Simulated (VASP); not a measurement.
La3SnC, 5 atoms in the cell. It takes space group Pm-3m (No. 221, cubic). The conventional cell has a = 5.176 Å, b = 5.176 Å, c = 5.176 Å, α = 90.00°, β = 90.00°, γ = 90.00°. Within 3.4 Å of La (site symmetry 4/mmm) lie 2 C at 2.59 Å. Within 4.8 Å of Sn (site symmetry m-3m) lie 12 La at 3.66 Å and 8 C at 4.48 Å. C (site symmetry m-3m) has 6 La at 2.59 Å within 3.4 Å. 

```yaml
Program: VASP 6.6.1
Task: single point
Functional: PBEsol
Potentials_or_basis: VASP PAW PBE potentials, release 64 (La, Sn_d, C)
Cutoff: 520 eV
k_mesh: 5 × 5 × 5
Occupations: fermi-dirac, width 0.1 eV
Spin: no spin polarisation
Dipole_correction: no
Further_INCAR_settings: ALGO = Normal; EDIFF = 1e-06; NBANDS = 34
```

Potentials or basis: VASP PAW PBE potentials, release 64 (La, Sn_d, C).

The run is started by

```bash
$ cat potpaw_PBE.64/La/POTCAR potpaw_PBE.64/Sn_d/POTCAR potpaw_PBE.64/C/POTCAR > POTCAR
$ mpirun -np 1 vasp_std > vasp.out
```

Hardware: 1 thread of Intel Xeon 8259CL, with other jobs on the host.

How long does it take, and how much memory?

It took 3 min on 1 thread of Intel Xeon 8259CL (shared host), peak memory 0.28 GiB. Counts: scf iterations 17, k points 10.
